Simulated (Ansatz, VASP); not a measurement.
Two plane-wave programs on Zn

Contents of POSCAR:

```
Zn
1.0
    0.0000000000      1.9647760000      1.9647760000
    1.9647760000      0.0000000000      1.9647760000
    1.9647760000      1.9647760000      0.0000000000
Zn
1
Direct
    0.0000000000      0.0000000000      0.0000000000
```

INCAR.step1

```
SYSTEM = Zn
PREC = Accurate
ENCUT = 520
ISMEAR = 1
SIGMA = 0.1
LREAL = .FALSE.
LASPH = .TRUE.
NELM = 80
NBANDS = 12
GGA = PE
ALGO = Normal
EDIFF = 1E-4
LWAVE = .TRUE.
LCHARG = .FALSE.
```

File INCAR.step2:

```
SYSTEM = Zn
PREC = Accurate
ENCUT = 520
EDIFF = 1E-6
ISMEAR = 1
SIGMA = 0.1
LREAL = .FALSE.
LASPH = .TRUE.
NELM = 80
ALGO = Normal
ISIF = 2
LWAVE = .FALSE.
LCHARG = .FALSE.
METAGGA = R2SCAN
LMIXTAU = .TRUE.
NBANDS = 12
ISTART = 1
```

The input KPOINTS:

```
regular mesh
0
G
  10 10 10
  0 0 0
```

Input for Ansatz:

```yaml
crystal:
  lattice:
    - [0.0, 1.964776, 1.964776]
    - [1.964776, 0.0, 1.964776]
    - [1.964776, 1.964776, 0.0]
  atoms:
    - { symbol: Zn, position: [0.0, 0.0, 0.0] }
basis:
  ecutwfc: 517.016338673772
kpoints:
  mp_grid:
    grid: [10, 10, 10]
hamiltonian:
  xc: r2scan
scf:
  occupations:
    method: cold
    width: 0.1
output:
  stress: true
```

Alike in both runs: task single point; functional r2SCAN; k mesh 10 × 10 × 10; no spin polarisation.

|  | VASP | Ansatz |
| --- | --- | --- |
| version | VASP 6.6.1 | Ansatz 0.2.0 |
| potentials or method | VASP PAW PBE potentials, release 64 (Zn), cutoff 520 eV | plane waves, PAW |
| occupations | methfessel-paxton of order 1, width 0.1 eV | cold, width 0.1 eV |
| valence electrons in the cell | 12 | 12 |

```tsv
	VASP	Ansatz	Ansatz less VASP
pressure (GPa)	-4.4	-4.7	-0.34
```

VASP's potentials were made for PBE, not for r2SCAN.
